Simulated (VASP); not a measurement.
Here is a VASP 6.6.1 calculation.

INCAR

```
SYSTEM = Ge
PREC = Accurate
ENCUT = 520
EDIFF = 1E-6
ISMEAR = 0
SIGMA = 0.1
LREAL = .FALSE.
LASPH = .TRUE.
NELM = 80
ALGO = Normal
ISIF = 2
LWAVE = .FALSE.
LCHARG = .FALSE.
GGA = PE
NBANDS = 36
```

Contents of KPOINTS:

```
Automatic mesh
0
G
  9 9 5
  0 0 0
```

POSCAR

```
Ge
1.0
    4.0581567077      0.0000000000      0.0000000000
   -2.0290783538      3.5144668014      0.0000000000
    0.0000000000      0.0000000000      6.6925281932
Ge
4
Direct
    0.6666666667      0.3333333333      0.0627911808
    0.3333333333      0.6666666667      0.5627911808
    0.6666666667      0.3333333333      0.4372088192
    0.3333333333      0.6666666667      0.9372088192
```

Potentials or basis: VASP PAW PBE potentials, release 64 (Ge_d).

The run is started by

```console
$ cat potpaw_PBE.64/Ge_d/POTCAR > POTCAR
$ mpirun -np 1 vasp_std > vasp.out
```

Q: Estimate the pressure.

A: -0.1 GPa.

Stress tensor (GPa, compression positive):
```
-0.02  0.00  0.00
 0.00 -0.02  0.00
 0.00  0.00 -0.11
```
